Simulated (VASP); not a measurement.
# CdSe (Imm2) in VASP: further runs

The runs below take CdSe through single point, with PBEsol.

Everything below comes from runs of VASP 6.6.1. Logs are shortened: lines on timing, memory, paths and dates and some standing lists are left out, and cuts for length are marked.

**1. The cell of the first run**

The structure is orthorhombic, space group Imm2 (No. 44). The conventional cell has a = 3.828 Å, b = 4.774 Å, c = 6.083 Å, α = 90.00°, β = 90.00°, γ = 90.00°. Within 3.2 Å of Cd (site symmetry mm2) lie 4 Se at 2.44 to 2.83 Å. Within 3.2 Å of Se (site symmetry mm2) lie 4 Cd at 2.44 to 2.83 Å.

**2. Single point, PBEsol (engineering shear strain xz -0.2200, normal strain along z +0.0000)**

The input, INCAR:

```
SYSTEM = CdSe
PREC     = Accurate       ! precision mode
ENCUT    = 520            ! plane-wave cutoff, eV
EDIFF    = 1E-6           ! SCF threshold, eV
ISMEAR   = 0              ! smearing method
SIGMA    = 0.05           ! smearing width, eV
LREAL    = .FALSE.        ! projectors in reciprocal space
LASPH    = .TRUE.         ! aspherical terms in the spheres
NELM     = 80             ! most SCF steps
ALGO     = Normal         ! electronic algorithm
ISIF     = 2              ! what is computed and relaxed
LWAVE    = .FALSE.        ! write WAVECAR
LCHARG   = .FALSE.        ! write CHGCAR
GGA      = PS             ! functional
NBANDS   = 16             ! bands
```

The input, KPOINTS:

```
regular mesh
0
G
  10 10 10
  0 0 0
```

The input, POSCAR:

```
CdSe
1.0
   -0.3345440567      3.0413096065      3.0413096065
    3.0413096065     -0.3345440567      3.0413096065
    2.7067655498      2.7067655498      0.0000000000
Cd Se
1 1
Direct
    0.0000000000      0.0000000000      0.0000000000
    0.7500000000      0.7500000000      0.7500000000
```

Potentials or basis: VASP PAW PBE potentials, release 64 (Cd, Se).

Run with:

```sh
$ cat potpaw_PBE.64/Cd/POTCAR potpaw_PBE.64/Se/POTCAR > POTCAR
$ mpirun -np 1 vasp_std > vasp.out
```

OUTCAR:

```text
SYSTEM = CdSe
   PREC = Accurate
   ENCUT = 520
   EDIFF = 1E-6
   ISMEAR = 0
   LREAL = .FALSE.
   LASPH = .TRUE.
   NELM = 80
   ISIF = 2
   GGA = PS

 ion  position               nearest neighbor table
   1  0.000  0.000  0.000-   2 2.44   2 2.44   2 2.83   2 2.83
   2  0.750  0.750  0.750-   1 2.44   1 2.44   1 2.83   1 2.83

  LATTYP: Found a body centered orthorhombic cell.
 ALAT       =     3.8279445507
 B/A-ratio  =     1.2471910112
 C/A-ratio  =     1.5890040027

  Lattice vectors:

 A1 = (   0.3345440567,  -3.0413096065,  -3.0413096065)
 A2 = (  -0.3345440567,   3.0413096065,  -3.0413096065)
 A3 = (   3.0413096065,  -0.3345440567,   3.0413096065)

Analysis of symmetry for initial positions (statically):
=====================================================================
 Subroutine PRICEL returns:
 Original cell was already a primitive cell.

 Routine SETGRP: Setting up the symmetry group for a
 body centered orthorhombic supercell.

 Subroutine GETGRP returns: Found  4 space group operations
 (whereof  4 operations were pure point group operations)
 out of a pool of  8 trial point group operations.

The static configuration has the point symmetry C_2v.

Analysis of symmetry for dynamics (positions and initial velocities):
=====================================================================
 Subroutine PRICEL returns:
 Original cell was already a primitive cell.

 Routine SETGRP: Setting up the symmetry group for a
 body centered orthorhombic supercell.

 Subroutine GETGRP returns: Found  4 space group operations
 (whereof  4 operations were pure point group operations)
 out of a pool of  8 trial point group operations.

The dynamic configuration has the point symmetry C_2v.

 Subroutine INISYM returns: Found  4 space group operations
 (whereof  4 operations are pure point group operations),
 and found     1 'primitive' translations

----------------------------------------------------------------------------------------

                                     Primitive cell

  volume of cell :      55.5808

  direct lattice vectors                    reciprocal lattice vectors
    -0.334544057  3.041309607  3.041309607    -0.148110685  0.148110685  0.164402861
     3.041309607 -0.334544057  3.041309607     0.148110685 -0.148110685  0.164402861
     2.706765550  2.706765550  0.000000000     0.184722316  0.184722316 -0.164402861

  length of vectors
     4.314052384  4.314052384  3.827944551     0.266274015  0.266274015  0.308663196

  position of ions in fractional coordinates (direct lattice)
     0.000000000  0.000000000  0.000000000
     0.750000000  0.750000000  0.750000000

  ion indices of the primitive-cell ions
   primitive index   ion index
                 1           1
                 2           2

----------------------------------------------------------------------------------------

 KPOINTS: regular mesh

Automatic generation of k-mesh.
 Grid dimensions read from file:
 generate k-points for:   10   10   10

 Generating k-lattice:

  Cartesian coordinates                     Fractional coordinates (reciprocal lattice)
    -0.014811069  0.014811069  0.016440286     0.100000000  0.000000000  0.000000000
     0.014811069 -0.014811069  0.016440286     0.000000000  0.100000000  0.000000000
     0.018472232  0.018472232 -0.016440286    -0.000000000 -0.000000000  0.100000000

  Length of vectors
     0.026627401  0.026627401  0.030866320

  Shift w.r.t. Gamma in fractional coordinates (k-lattice)
     0.000000000  0.000000000  0.000000000

 Subroutine IBZKPT returns following result:
 ===========================================

 Found    171 irreducible k-points:

 Following reciprocal coordinates:
            Coordinates               Weight
  0.000000  0.000000  0.000000      1.000000
  0.100000  0.000000  0.000000      4.000000
  0.200000  0.000000  0.000000      4.000000
  0.300000  0.000000  0.000000      4.000000
  0.400000  0.000000  0.000000      4.000000
  0.500000  0.000000  0.000000      2.000000
[... 16 lines left out ...]
  0.300000  0.300000  0.000000      2.000000
  0.400000  0.300000  0.000000      4.000000
 [... further k-points ...]
   k-points           NKPTS =    171   k-points in BZ     NKDIM =    171   number of bands    NBANDS=     16
   number of dos      NEDOS =    301   number of ions     NIONS =      2
   total plane-waves  NPLWV =  28672
   dimension x,y,z NGX =    32 NGY =   32 NGZ =   28
   dimension x,y,z NGXF=    64 NGYF=   64 NGZF=   56
   ions per type =               1   1
   NGX,Y,Z   is equivalent  to a cutoff of  12.33, 12.33, 12.16 a.u.
   NGXF,Y,Z  is equivalent  to a cutoff of  24.66, 24.66, 24.32 a.u.
 SYSTEM =  CdSe
   PREC   = accura    normal or accurate (medium, high low for compatibility)
   ISTART =      0    job   : 0-new  1-cont  2-samecut
   ICHARG =      2    charge: 1-file 2-atom 10-const
   ISPIN  =      1    spin polarized calculation?
   LNONCOLLINEAR =      F non collinear calculations
   LSORBIT =      F    spin-orbit coupling
   LASPH  =      T    aspherical Exc in radial PAW
   ENCUT  =  520.0 eV  38.22 Ry    6.18 a.u.   8.02  8.02  7.12*2*pi/ulx,y,z
   NELM   =     80;   NELMIN=  2; NELMDL= -5     # of ELM steps
   EDIFF  = 0.1E-05   stopping-criterion for ELM
   LREAL  =      F    real-space projection
   EDIFFG = 0.1E-04   stopping-criterion for IOM
   NSW    =      0    number of steps for IOM
   IBRION =     -1    ionic relax: 0-MD 1-quasi-New 2-CG
   NFREE  =      0    steps in history (QN), initial steepest desc. (CG)
   ISIF   =      2    stress and relaxation
   ISYM   =      2    0-nonsym 1-usesym 2-fastsym
   POTIM  = 0.5000    time-step for ionic-motion
   TEBEG  =    0.0;   TEEND  =   0.0 temperature during run
   PSTRESS=    0.0 pullay stress
   NELECT =      18.0000    total number of electrons
   NUPDOWN=      -1.0000    fix difference up-down
   EMIN   =  10.00;   EMAX   =-10.00  energy-range for DOS
   EFERMI =   0.00;   METHOD = LEGACY
   ISMEAR =     0;   SIGMA  =   0.05  broadening in eV -4-tet -1-fermi 0-gaus
   EFERMI_NEDOS =   21; number of points for ismear=-14 and -15
   IALGO  =     38    algorithm
   IMIX   =      4    mixing-type and parameters
     AMIX     =   0.40;   BMIX     =  1.00
     AMIX_MAG =   1.60;   BMIX_MAG =  1.00
  volume/ion in A,a.u.               =      27.79       187.54
  Fermi-wavevector in a.u.,A,eV,Ry     =   1.124236  2.124497 17.196484  1.263906
  Thomas-Fermi vector in A             =   2.260906
   LORBIT       =      0    0 simple, 1 ext, 2 COOP (PROOUT), +10 PAW based schemes
   GGA     = PS    functional components
   LHFCALC =     F    Hartree Fock is set to
   AEXX    =    0.0000 exact exchange contribution
   IVDW    =     0    specifies the selected vdW correction
   LEPSILON=     F    determine dielectric tensor
   LRPA    =     F    only Hartree local field effects (RPA)
 non-spin polarized calculation
 Gauss-broadening in eV      SIGMA  =   0.05
  energy-cutoff  :      520.00
  volume of cell :       55.58
 maximum number of plane-waves:      1528
   NGX = 17   NGY = 17   NGZ = 15

 number of electron      18.0000008 magnetization

 Free energy of the ion-electron system (eV)
  ---------------------------------------------------
  ext. energy  EPLUGINS =         0.00000000
  ---------------------------------------------------
  free energy    TOTEN  =        -5.75841200 eV

  energy without entropy =       -5.75836763  energy(sigma->0) =       -5.75838982

 E-fermi :   1.4445     XC(G=0):  -9.1404

 val. band max:        1.4148843658   @ k =   0.0000   0.0000   0.0000
 cond. band min:       1.4719414320   @ k =   0.0000   0.0000   0.0000
 fundamental gap:      0.0570570662
 Fermi energy:         1.4444855361

 k-point     1 :       0.0000    0.0000    0.0000
  band No.  band energies     occupation
      1     -11.9012      2.00000
      2      -7.2608      2.00000
      3      -7.1608      2.00000
      4      -7.0379      2.00000
      5      -6.7342      2.00000
      6      -6.7087      2.00000
[... 8 lines left out ...]
     15      12.0863      0.00000
     16      12.4648      0.00000

 k-point     2 :       0.1000    0.0000    0.0000
  band No.  band energies     occupation
      1     -11.8738      2.00000
      2      -7.2534      2.00000
      3      -7.1506      2.00000
      4      -7.0159      2.00000
      5      -6.7324      2.00000
      6      -6.7073      2.00000
[... 8 lines left out ...]
     15      11.9680      0.00000
     16      12.2430      0.00000

 k-point     3 :       0.2000    0.0000    0.0000
  band No.  band energies     occupation
      1     -11.8014      2.00000
      2      -7.2346      2.00000
      3      -7.1282      2.00000
      4      -6.9426      2.00000
      5      -6.7238      2.00000
      6      -6.7029      2.00000
[... 8 lines left out ...]
     15      11.8523      0.00000
     16      12.1272      0.00000

 k-point     4 :       0.3000    0.0000    0.0000
  band No.  band energies     occupation
      1     -11.7101      2.00000
      2      -7.2125      2.00000
      3      -7.1082      2.00000
      4      -6.8262      2.00000
      5      -6.6956      2.00000
      6      -6.6898      2.00000
[... 8 lines left out ...]
     15      11.4959      0.00000
     16      12.5293      0.00000

 k-point     5 :       0.4000    0.0000    0.0000
  band No.  band energies     occupation
      1     -11.6348      2.00000
      2      -7.1956      2.00000
      3      -7.0967      2.00000
      4      -6.7596      2.00000
      5      -6.6882      2.00000
      6      -6.5749      2.00000
[... 8 lines left out ...]
     15      11.4956      0.00000
     16      13.2068      0.00000

 k-point     6 :       0.5000    0.0000    0.0000
  band No.  band energies     occupation
      1     -11.6058      2.00000
      2      -7.1894      2.00000
      3      -7.0932      2.00000
      4      -6.7473      2.00000
      5      -6.6849      2.00000
      6      -6.4954      2.00000
[... 8 lines left out ...]
     15      11.4281      0.00000
     16      13.1951      0.00000

 k-point     7 :       0.1000    0.1000    0.0000
  band No.  band energies     occupation
      1     -11.8563      2.00000
      2      -7.2463      2.00000
      3      -7.1398      2.00000
      4      -7.0099      2.00000
      5      -6.7376      2.00000
      6      -6.7037      2.00000
[... 8 lines left out ...]
     15      12.1839      0.00000
     16      12.5495      0.00000

 k-point     8 :       0.2000    0.1000    0.0000
  band No.  band energies     occupation
      1     -11.7921      2.00000
      2      -7.2273      2.00000
      3      -7.1143      2.00000
      4      -6.9561      2.00000
      5      -6.7339      2.00000
      6      -6.6977      2.00000
[... 8 lines left out ...]
     15      12.3346      0.00000
     16      12.5705      0.00000

 k-point     9 :       0.3000    0.1000    0.0000
  band No.  band energies     occupation
      1     -11.7045      2.00000
      2      -7.2045      2.00000
      3      -7.0927      2.00000
      4      -6.8543      2.00000
      5      -6.7022      2.00000
      6      -6.6903      2.00000
[... 8 lines left out ...]
     15      11.9639      0.00000
     16      12.8901      0.00000
[... 172 lines left out ...]
 k-point    19 :       0.5000    0.2000    0.0000
  band No.  band energies     occupation
      1     -11.5468      2.00000
      2      -7.1555      2.00000
      3      -7.0505      2.00000
      4      -6.7683      2.00000
      5      -6.6771      2.00000
      6      -6.4499      2.00000
[... 8 lines left out ...]
     15      13.0329      0.00000
     16      14.0431      0.00000

 k-point    20 :      -0.4000    0.2000    0.0000
  band No.  band energies     occupation
      1     -11.5568      2.00000
      2      -7.1618      2.00000
      3      -7.0586      2.00000
      4      -6.7603      2.00000
      5      -6.6842      2.00000
      6      -6.4484      2.00000
[... 8 lines left out ...]
     15      12.9622      0.00000
     16      13.0358      0.00000

 k-point    21 :      -0.3000    0.2000    0.0000
  band No.  band energies     occupation
      1     -11.6123      2.00000
      2      -7.1803      2.00000
      3      -7.0727      2.00000
      4      -6.7781      2.00000
      5      -6.6942      2.00000
      6      -6.5589      2.00000
[... 8 lines left out ...]
     15      12.0882      0.00000
     16      12.6857      0.00000

 k-point    22 :      -0.2000    0.2000    0.0000
  band No.  band energies     occupation
      1     -11.6912      2.00000
      2      -7.2048      2.00000
      3      -7.0942      2.00000
      4      -6.8322      2.00000
      5      -6.7020      2.00000
      6      -6.6575      2.00000
[... 8 lines left out ...]
     15      11.7688      0.00000
     16      12.0884      0.00000

 k-point    23 :       0.3000    0.3000    0.0000
  band No.  band energies     occupation
      1     -11.5931      2.00000
      2      -7.1557      2.00000
      3      -7.0242      2.00000
      4      -6.8266      2.00000
      5      -6.6742      2.00000
      6      -6.6460      2.00000
[... 8 lines left out ...]
     15      13.1673      0.00000
     16      14.8094      0.00000

 k-point    24 :       0.4000    0.3000    0.0000
  band No.  band energies     occupation
      1     -11.5291      2.00000
      2      -7.1343      2.00000
      3      -7.0190      2.00000
      4      -6.7771      2.00000
      5      -6.6682      2.00000
      6      -6.5381      2.00000
[... 8 lines left out ...]
     15      13.5917      0.00000
     16      14.4810      0.00000

 [... further k-points ...]
[... 5 lines left out ...]
  --------------------------------------------------------------------------------------
  -------------------------------------------------------------------------------------
  Total        1.5840110      1.5840110      1.4867356      3.8210732      0.0000000      0.0000000
  in kB       45.6608410     45.6608410     42.8567697    110.1465901      0.0000000      0.0000000
  external PRESSURE =      44.7261506 kB  Pullay stress =       0.0000000 kB

 VOLUME and BASIS-vectors are now :
 -----------------------------------------------------------------------------
  energy-cutoff  :      520.00
  volume of cell :       55.58
      direct lattice vectors                 reciprocal lattice vectors
    -0.334544057  3.041309607  3.041309607    -0.148110685  0.148110685  0.164402861
     3.041309607 -0.334544057  3.041309607     0.148110685 -0.148110685  0.164402861
     2.706765550  2.706765550  0.000000000     0.184722316  0.184722316 -0.164402861

 POSITION                                       TOTAL-FORCE (eV/Angst)
 -----------------------------------------------------------------------------------
      0.00000      0.00000      0.00000        -0.000000     -0.000000      1.692783
      4.06015      4.06015      4.56196         0.000000      0.000000     -1.692783
 -----------------------------------------------------------------------------------
    total drift:                                0.000003      0.000003      0.000385

  FREE ENERGIE OF THE ION-ELECTRON SYSTEM (eV)
  ---------------------------------------------------
  free  energy   TOTEN  =        -5.7584120014 eV

  energy  without entropy=       -5.7583676295  energy(sigma->0) =       -5.75838982
```

Wall time 4.1 min (1 thread of AMD EPYC 7R13, shared host); peak memory 0.27 GiB.

Results:

* Free energy: -5.7584 eV
* Pressure: 4.5 GPa
* Largest force: 1.693 eV/Å
* Band gap on the k mesh: 0.06 eV, direct

Forces in eV/Å, atoms in the order of the input:
```
Cd   0.000  0.000  1.693
Se   0.000  0.000 -1.693
```

Stress tensor (GPa, compression positive):
```
 4.57 11.01  0.00
11.01  4.57  0.00
 0.00  0.00  4.29
```

Caveat: the cell differs from its parent crystal (engineering shear strain xz -0.2200, normal strain along z +0.0000); the PAW data sets were made with another functional, which shifts forces and pressure a little.

**3. Single point, PBEsol (engineering shear strain xz -0.1467, normal strain along z +0.0000)**

The input, INCAR:

```
PREC     = Accurate       # precision mode
ENCUT    = 520            # plane-wave cutoff, eV
EDIFF    = 1E-6           # SCF threshold, eV
ISMEAR   = 0              # smearing method
SIGMA    = 0.05           # smearing width, eV
LREAL    = False          # projectors in reciprocal space
LASPH    = True           # aspherical terms in the spheres
NELM     = 100            # most SCF steps
ALGO     = Normal         # electronic algorithm
ISIF     = 2              # what is computed and relaxed
LWAVE    = False          # write WAVECAR
LCHARG   = False          # write CHGCAR
GGA      = PS             # functional
NBANDS   = 16             # bands
```

The input, KPOINTS:

```
regular mesh
0
Gamma
  10 10 10
```

The input, POSCAR:

```
CdSe
1.0
   -0.2230800596      3.0413096065      3.0413096065
    3.0413096065     -0.2230800596      3.0413096065
    2.8182295469      2.8182295469      0.0000000000
Cd Se
1 1
Direct
    0.0000000000      0.0000000000      0.0000000000
    0.7500000000      0.7500000000      0.7500000000
```

Potentials or basis: VASP PAW PBE potentials, release 64 (Cd, Se).

Run with:

```sh
$ cat potpaw_PBE.64/Cd/POTCAR potpaw_PBE.64/Se/POTCAR > POTCAR
$ mpirun -np 1 vasp_std > vasp.out
```

Wall time 3.5 min (1 thread of AMD EPYC 7R13, shared host); peak memory 0.27 GiB.

It converged, with:

| Quantity | Value |
| --- | --- |
| Free energy | -5.9976 eV |
| Pressure | 2.1 GPa |
| Largest force | 1.022 eV/Å |
| Band gap on the k mesh | 0.27 eV, direct |

Forces on the atoms (eV/Å):
```
Cd   0.000  0.000  1.022
Se   0.000  0.000 -1.022
```

Stress tensor (GPa, compression positive):
```
2.20 7.03 0.00
7.03 2.20 0.00
0.00 0.00 2.02
```

Levels at points of the mesh, in eV from the valence-band top:
| k point | band 5 | band 6 | band 7 | band 8 | band 9 | band 10 | band 11 | band 12 | band 13 | band 14 |
| --- | --- | --- | --- | --- | --- | --- | --- | --- | --- | --- |
| (0.00, 0.00, 0.00) | -7.87 | -7.86 | -0.54 | -0.47 | 0.00 | 0.27 | 4.73 | 5.76 | 6.60 | 9.42 |
| (0.50, 0.00, 0.00) | -7.83 | -7.62 | -4.72 | -0.91 | -0.66 | 2.26 | 5.91 | 6.73 | 6.93 | 9.89 |
| (0.50, 0.50, 0.00) | -7.80 | -7.51 | -4.44 | -2.68 | -1.53 | 2.24 | 4.02 | 8.69 | 9.58 | 10.27 |
| (0.00, 0.00, 0.50) | -7.84 | -7.51 | -4.79 | -1.29 | -1.25 | 1.75 | 5.46 | 6.18 | 7.22 | 9.56 |
| (0.50, 0.00, 0.50) | -7.81 | -7.49 | -4.46 | -2.17 | -2.11 | 2.73 | 3.37 | 8.02 | 9.55 | 10.61 |

Caveat: the cell differs from its parent crystal (engineering shear strain xz -0.1467, normal strain along z +0.0000); the PAW data sets were made with another functional, which shifts forces and pressure a little.

(Part 1 of 2 ends here.)
